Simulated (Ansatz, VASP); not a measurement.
## Two plane-wave programs on Sc2Al

```
Sc Al
1.0
     4.60835    0.00000    0.00000
    -2.30418    3.99095    0.00000
     0.00000    0.00000    6.38972
Sc Al
4 2
Direct
  0.00000 0.00000 0.00000
  0.00000 0.00000 0.50000
  0.33333 0.66667 0.75000
  0.66667 0.33333 0.25000
  0.33333 0.66667 0.25000
  0.66667 0.33333 0.75000
```

Change from the starting cell: strain -0.050 along x and y, +0.050 along z, atoms carried along.

Alike in both runs: task single point; functional PBEsol; k mesh 12 × 12 × 8; occupations gaussian, width 0.15 eV; no spin polarisation.

|  | VASP | Ansatz |
| --- | --- | --- |
| version | VASP 6.6.1 | Ansatz 0.2.0 |
| potentials or method | VASP PAW PBE potentials, release 64 (Sc_sv, Al), cutoff 520 eV | scalar-relativistic, plane waves, PAW |
| valence electrons in the cell | 50 | 50 |

|  | VASP | Ansatz | Ansatz less VASP |
| --- | --- | --- | --- |
| gap on the k mesh at the Fermi level (eV) | none | none | - |
| pressure (GPa) | 5.8 | 5.7 | -0.11 |
| traceless stress, the component that is largest in VASP (GPa) | -9.15 | -9.11 | +0.036 |

VASP's potentials were made for PBE, not for PBEsol. A gap of «none» marks a metal or a gap that the smearing closes. With one functional, cell and mesh, what is left measures potentials, basis and numerics.
